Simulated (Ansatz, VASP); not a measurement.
Two plane-wave programs on HfN

```
CELL_PARAMETERS angstrom
0.00000 2.03822 2.03822
2.03822 0.00000 2.03822
2.03822 2.03822 0.00000
ATOMIC_POSITIONS crystal
Hf 0.00000 0.00000 0.00000
N 0.50000 0.50000 0.50000
```

Change from the starting cell: volume scaled by 0.72, PAW files.

Alike in both runs: task single point; functional PBE; k mesh 15 × 15 × 15; occupations fermi-dirac, width 0.1 eV; no spin polarisation.

|  | VASP | Ansatz |
| --- | --- | --- |
| version | VASP 6.6.1 | Ansatz 0.2.0 |
| potentials or method | VASP PAW PBE potentials, release 64 (Hf_pv, N) | PAW with Ansatz's default frozen-core files, scalar-relativistic |
| plane-wave cutoff (eV) | 520 | 420 |
| valence electrons in the cell | 15 | 31 |

VASP gave:

| Item | Value |
| --- | --- |
| pressure (GPa) | 171.8 |

Question: Which values does Ansatz return?

Answer: Pressure (GPa): 172.7.

Both programs put the cell under a high pressure, so it lies far from rest at this level. VASP's potentials hold 15 valence electrons a cell and Ansatz's 31, so a difference there can come from the potentials and not from the codes.

Neither program's run includes spin-orbit coupling. Noted on VASP's run: the cell as given lies far from equilibrium.
